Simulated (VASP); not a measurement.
# O (C2/m) in VASP: further runs

O is run at these levels: PBE; tasks: electric field gradients.

Program: VASP 6.6.1. These are calculated values, not measurements. Logs are shortened: lines on timing, memory, paths and dates and some standing lists are left out, and cuts for length are marked.

## 1. The cell of the first run

It takes space group C2/m (No. 12, monoclinic). Conventional cell: a = 5.439 Å, b = 3.452 Å, c = 4.260 Å, α = 90.00°, β = 117.67°, γ = 90.00°. O (site symmetry m) has 1 O at 1.16 Å within 1.6 Å.

## 2. Electric field gradients, PBE (17.71 Å³/atom)

File INCAR:

```
SYSTEM = O
PREC = Accurate
ENCUT = 520
EDIFF = 1E-8
ISMEAR = -1
SIGMA = 0.01
LREAL = .FALSE.
LASPH = .TRUE.
NELM = 100
ALGO = Normal
ISIF = 2
LWAVE = .FALSE.
LCHARG = .FALSE.
GGA = PE
LEFG = .TRUE.
NBANDS = 13
```

File KPOINTS:

```
regular mesh
0
G
  11 11 8
  0 0 0
```

File POSCAR:

```
O
1.0
    2.7193912499     -1.7258546355      0.0000000000
    2.7193912499      1.7258546355      0.0000000000
   -1.9780035581      0.0000000000      3.7728118492
O
2
Direct
    0.0640000000      0.0640000000      0.1530000000
    0.9360000000      0.9360000000      0.8470000000
```

Potentials or basis: VASP PAW PBE potentials, release 64 (O).

The run is started by

```
cat potpaw_PBE.64/O/POTCAR > POTCAR
mpirun -np 1 vasp_std > vasp.out
```

OUTCAR:

```text
SYSTEM = O
   PREC = Accurate
   ENCUT = 520
   EDIFF = 1E-8
   ISMEAR = -1
   LREAL = .FALSE.
   LASPH = .TRUE.
   NELM = 100
   ISIF = 2
   GGA = PE

 ion  position               nearest neighbor table
   1  0.064  0.064  0.153-   2 1.16
   2  0.936  0.936  0.847-   1 1.16

  LATTYP: Found a base centered monoclinic cell.
 ALAT       =     5.4387824998
 B/A-ratio  =     0.6346474181
 C/A-ratio  =     0.7832421112
 COS(beta)  =    -0.4643327837

  Lattice vectors:

 A1 = (   2.7193912499,  -1.7258546355,   0.0000000000)
 A2 = (   2.7193912499,   1.7258546355,   0.0000000000)
 A3 = (  -1.9780035581,   0.0000000000,   3.7728118492)

Analysis of symmetry for initial positions (statically):
=====================================================================
 Subroutine PRICEL returns:
 Original cell was already a primitive cell.

 Routine SETGRP: Setting up the symmetry group for a
 base centered monoclinic supercell.

 Subroutine GETGRP returns: Found  4 space group operations
 (whereof  4 operations were pure point group operations)
 out of a pool of  4 trial point group operations.

The static configuration has the point symmetry C_2h.

Analysis of symmetry for dynamics (positions and initial velocities):
=====================================================================
 Subroutine PRICEL returns:
 Original cell was already a primitive cell.

 Routine SETGRP: Setting up the symmetry group for a
 base centered monoclinic supercell.

 Subroutine GETGRP returns: Found  4 space group operations
 (whereof  4 operations were pure point group operations)
 out of a pool of  4 trial point group operations.

The dynamic configuration has the point symmetry C_2h.

 Subroutine INISYM returns: Found  4 space group operations
 (whereof  4 operations are pure point group operations),
 and found     1 'primitive' translations

----------------------------------------------------------------------------------------

                                     Primitive cell

  volume of cell :      35.4137

  direct lattice vectors                    reciprocal lattice vectors
     2.719391250 -1.725854635  0.000000000     0.183864679 -0.289711538  0.096396270
     2.719391250  1.725854635  0.000000000     0.183864679  0.289711538  0.096396270
    -1.978003558  0.000000000  3.772811849     0.000000000  0.000000000  0.265054299

  length of vectors
     3.220817131  3.220817131  4.259883487     0.356414416  0.356414416  0.265054299

  position of ions in fractional coordinates (direct lattice)
     0.064000000  0.064000000  0.153000000
     0.936000000  0.936000000  0.847000000

  ion indices of the primitive-cell ions
   primitive index   ion index
                 1           1
                 2           2

----------------------------------------------------------------------------------------

 KPOINTS: regular mesh

Automatic generation of k-mesh.
 Grid dimensions read from file:
 generate k-points for:   11   11    8

 Generating k-lattice:

  Cartesian coordinates                     Fractional coordinates (reciprocal lattice)
     0.016714971 -0.026337413  0.008763297     0.090909091 -0.000000000  0.000000000
     0.016714971  0.026337413  0.008763297    -0.000000000  0.090909091  0.000000000
     0.000000000  0.000000000  0.033131787     0.000000000  0.000000000  0.125000000

  Length of vectors
     0.032401311  0.032401311  0.033131787

  Shift w.r.t. Gamma in fractional coordinates (k-lattice)
     0.000000000  0.000000000  0.000000000

 Subroutine IBZKPT returns following result:
 ===========================================

 Found    270 irreducible k-points:

 Following reciprocal coordinates:
            Coordinates               Weight
  0.000000  0.000000  0.000000      1.000000
  0.090909  0.000000  0.000000      4.000000
  0.181818  0.000000 -0.000000      4.000000
  0.272727 -0.000000  0.000000      4.000000
  0.363636  0.000000  0.000000      4.000000
  0.454545  0.000000  0.000000      4.000000
[... 16 lines left out ...]
 -0.272727  0.181818  0.000000      4.000000
 -0.181818  0.181818  0.000000      2.000000
 [... further k-points ...]
   k-points           NKPTS =    270   k-points in BZ     NKDIM =    270   number of bands    NBANDS=     13
   number of dos      NEDOS =    301   number of ions     NIONS =      2
   total plane-waves  NPLWV =  18432
   dimension x,y,z NGX =    24 NGY =   24 NGZ =   32
   dimension x,y,z NGXF=    48 NGYF=   48 NGZF=   64
   ions per type =               2
   NGX,Y,Z   is equivalent  to a cutoff of  12.39, 12.39, 12.49 a.u.
   NGXF,Y,Z  is equivalent  to a cutoff of  24.78, 24.78, 24.98 a.u.
 SYSTEM =  O
   PREC   = accura    normal or accurate (medium, high low for compatibility)
   ISTART =      0    job   : 0-new  1-cont  2-samecut
   ICHARG =      2    charge: 1-file 2-atom 10-const
   ISPIN  =      1    spin polarized calculation?
   LNONCOLLINEAR =      F non collinear calculations
   LSORBIT =      F    spin-orbit coupling
   LASPH  =      T    aspherical Exc in radial PAW
   ENCUT  =  520.0 eV  38.22 Ry    6.18 a.u.   5.99  5.99  7.92*2*pi/ulx,y,z
   NELM   =    100;   NELMIN=  2; NELMDL= -5     # of ELM steps
   EDIFF  = 0.1E-07   stopping-criterion for ELM
   LREAL  =      F    real-space projection
   EDIFFG = 0.1E-06   stopping-criterion for IOM
   NSW    =      0    number of steps for IOM
   IBRION =     -1    ionic relax: 0-MD 1-quasi-New 2-CG
   NFREE  =      0    steps in history (QN), initial steepest desc. (CG)
   ISIF   =      2    stress and relaxation
   ISYM   =      2    0-nonsym 1-usesym 2-fastsym
   POTIM  = 0.5000    time-step for ionic-motion
   TEBEG  =    0.0;   TEEND  =   0.0 temperature during run
   PSTRESS=    0.0 pullay stress
   NELECT =      12.0000    total number of electrons
   NUPDOWN=      -1.0000    fix difference up-down
   EMIN   =  10.00;   EMAX   =-10.00  energy-range for DOS
   EFERMI =   0.00;   METHOD = LEGACY
   ISMEAR =    -1;   SIGMA  =   0.01  broadening in eV -4-tet -1-fermi 0-gaus
   EFERMI_NEDOS =   21; number of points for ismear=-14 and -15
   IALGO  =     38    algorithm
   IMIX   =      4    mixing-type and parameters
     AMIX     =   0.40;   BMIX     =  1.00
     AMIX_MAG =   1.60;   BMIX_MAG =  1.00
  volume/ion in A,a.u.               =      17.71       119.49
  Fermi-wavevector in a.u.,A,eV,Ry     =   1.141331  2.156803 17.723441  1.302636
  Thomas-Fermi vector in A             =   2.278031
   LORBIT       =      0    0 simple, 1 ext, 2 COOP (PROOUT), +10 PAW based schemes
   GGA     = PE    functional components
   LHFCALC =     F    Hartree Fock is set to
   AEXX    =    0.0000 exact exchange contribution
   IVDW    =     0    specifies the selected vdW correction
   LEPSILON=     F    determine dielectric tensor
   LRPA    =     F    only Hartree local field effects (RPA)
 non-spin polarized calculation
  energy-cutoff  :      520.00
  volume of cell :       35.41
 maximum number of plane-waves:       975
   NGX = 11   NGY = 11   NGZ = 15

 number of electron      12.0000008 magnetization

 Free energy of the ion-electron system (eV)
  ---------------------------------------------------
  ext. energy  EPLUGINS =         0.00000000
  ---------------------------------------------------
  free energy    TOTEN  =        -8.92800053 eV

  energy without entropy =       -8.92654474  energy(sigma->0) =       -8.92727264

 E-fermi :  -1.4815     XC(G=0):  -7.3028

 val. band max:       -1.4817337643   @ k =  -0.4545   0.2727   0.5000
 cond. band min:      -1.4813066359   @ k =  -0.3636   0.2727   0.5000
 fundamental gap:      0.0004271285
 Fermi energy:        -1.4815179463

 k-point     1 :       0.0000    0.0000    0.0000
  band No.  band energies     occupation
      1     -30.0483      2.00000
      2     -15.3594      2.00000
      3      -9.9583      2.00000
      4      -9.0262      2.00000
      5      -8.9546      2.00000
      6      -1.2899      0.00000
      7      -1.1672      0.00000
      8       4.5668      0.00000
      9      10.6831      0.00000
     10      10.8843      0.00000
     11      13.7570      0.00000
     12      15.5894      0.00000
     13      17.0128      0.00000

 k-point     2 :       0.0909    0.0000    0.0000
  band No.  band energies     occupation
      1     -30.0422      2.00000
      2     -15.3588      2.00000
      3      -9.9406      2.00000
      4      -9.0605      2.00000
      5      -8.9765      2.00000
      6      -1.3260      0.00000
      7      -1.1965      0.00000
      8       4.7214      0.00000
      9      10.5832      0.00000
     10      10.9733      0.00000
     11      14.0083      0.00000
     12      14.9470      0.00000
     13      16.8846      0.00000

 k-point     3 :       0.1818    0.0000   -0.0000
  band No.  band energies     occupation
      1     -30.0258      2.00000
      2     -15.3567      2.00000
      3      -9.8990      2.00000
      4      -9.1677      2.00000
      5      -9.0109      2.00000
      6      -1.4471      0.06178
      7      -1.2485      0.00000
      8       5.1560      0.00000
      9      10.4042      0.00000
     10      11.1823      0.00000
     11      13.4289      0.00000
     12      14.8361      0.00000
     13      16.5494      0.00000
[... 305 lines left out ...]
 k-point    23 :      -0.2727    0.1818    0.0000
  band No.  band energies     occupation
      1     -29.9785      2.00000
      2     -15.3332      2.00000
      3      -9.8787      2.00000
      4      -9.3158      2.00000
      5      -9.1824      2.00000
      6      -1.7090      2.00000
      7      -1.5228      1.96826
      8       6.8420      0.00000
      9       9.7466      0.00000
     10      11.6672      0.00000
     11      12.9864      0.00000
     12      13.1773      0.00000
     13      15.2478      0.00000

 k-point    24 :      -0.1818    0.1818    0.0000
  band No.  band energies     occupation
      1     -29.9974      2.00000
      2     -15.3313      2.00000
      3      -9.9060      2.00000
      4      -9.2000      2.00000
      5      -9.1834      2.00000
      6      -1.6177      2.00000
      7      -1.4244      0.00659
      8       6.1372      0.00000
      9      10.1231      0.00000
     10      12.3546      0.00000
     11      12.3552      0.00000
     12      13.8593      0.00000
     13      14.8631      0.00000

 [... further k-points ...]
[... 5 lines left out ...]
  --------------------------------------------------------------------------------------
  -------------------------------------------------------------------------------------
  Total       -1.0974572     -0.8042653      8.0476310      0.0000000      0.0000000      0.4016024
  in kB      -49.6509017    -36.3863804    364.0890212      0.0000000      0.0000000     18.1692025
  external PRESSURE =      92.6839131 kB  Pullay stress =       0.0000000 kB

 VOLUME and BASIS-vectors are now :
 -----------------------------------------------------------------------------
  energy-cutoff  :      520.00
  volume of cell :       35.41
      direct lattice vectors                 reciprocal lattice vectors
     2.719391250 -1.725854635  0.000000000     0.183864679 -0.289711538  0.096396270
     2.719391250  1.725854635  0.000000000     0.183864679  0.289711538  0.096396270
    -1.978003558  0.000000000  3.772811849     0.000000000  0.000000000  0.265054299

 POSITION                                       TOTAL-FORCE (eV/Angst)
 -----------------------------------------------------------------------------------
      0.04545      0.00000      0.57724         0.341608      0.000000      7.041769
      3.41533      0.00000      3.19557        -0.341608      0.000000     -7.041769
 -----------------------------------------------------------------------------------
    total drift:                               -0.000000     -0.000000      0.000000

  FREE ENERGIE OF THE ION-ELECTRON SYSTEM (eV)
  ---------------------------------------------------
  free  energy   TOTEN  =        -8.9280005332 eV

  energy  without entropy=       -8.9265447410  energy(sigma->0) =       -8.92727264

 Electric field gradients (V/A^2)
---------------------------------------------------------------------
 ion       V_xx      V_yy      V_zz      V_xy      V_xz      V_yz
---------------------------------------------------------------------
   1     -53.669   -62.048   115.717     0.000    13.455     0.000
   2     -53.669   -62.048   115.717     0.000    13.455     0.000
---------------------------------------------------------------------

 Electric field gradients after diagonalization (V/A^2)
 (convention: |V_zz| > |V_xx| > |V_yy|)
----------------------------------------------------------------------
 ion       V_xx      V_yy      V_zz     asymmetry (V_yy - V_xx)/ V_zz
----------------------------------------------------------------------
   1     -62.048   -54.731   116.779       0.063
   2     -62.048   -54.731   116.779       0.063
----------------------------------------------------------------------

           NMR quadrupolar parameters

 Cq : quadrupolar parameter    Cq=e*Q*V_zz/h
 eta: asymmetry parameters     (V_yy - V_xx)/ V_zz
 Q  : nuclear electric quadrupole moment in mb (millibarn)
----------------------------------------------------------------------
 ion       Cq(MHz)       eta       Q (mb)
----------------------------------------------------------------------
   1       0.282       0.063       1.000
   2       0.282       0.063       1.000
----------------------------------------------------------------------
```

Wall time 1.8 min (1 thread of Oxide Virtual Turin-like, shared host); peak memory 0.18 GiB.

Results:

```yaml
Free_energy: -8.9280 eV
Pressure: 9.3 GPa
Largest_force: 7.050 eV/Å
Band_gap_on_the_k_mesh: zero (bands 6 and 7 overlap by 0.57 eV)
Largest_electric_field_gradient_by_atom: O +116.8 V/Å²
```

Forces on the atoms (eV/Å):
```
O    0.342  0.000  7.042
O   -0.342  0.000 -7.042
```

Electric field gradients, principal values (V/Å²):
| atom | least | middle | greatest (by size) |
| --- | --- | --- | --- |
| 1 O | -54.731 | -62.048 | 116.779 |
| 2 O | -54.731 | -62.048 | 116.779 |

Caveat: the standard files for N, O and F lose accuracy on very short bonds; spin is off for a triplet molecule; the stress differs along the axes, from -5 to 36 GPa; this functional lacks dispersion, which holds the molecules together, so the pressure and a relaxed volume are unreliable; without QUAD_EFG the Cq values of the log hold for a quadrupole moment of 1 mb, not for the nuclei; forces of over 1 eV/Å act on the atoms, so gaps and moduli don't describe the material at rest.

(Part 1 of 2 ends here.)
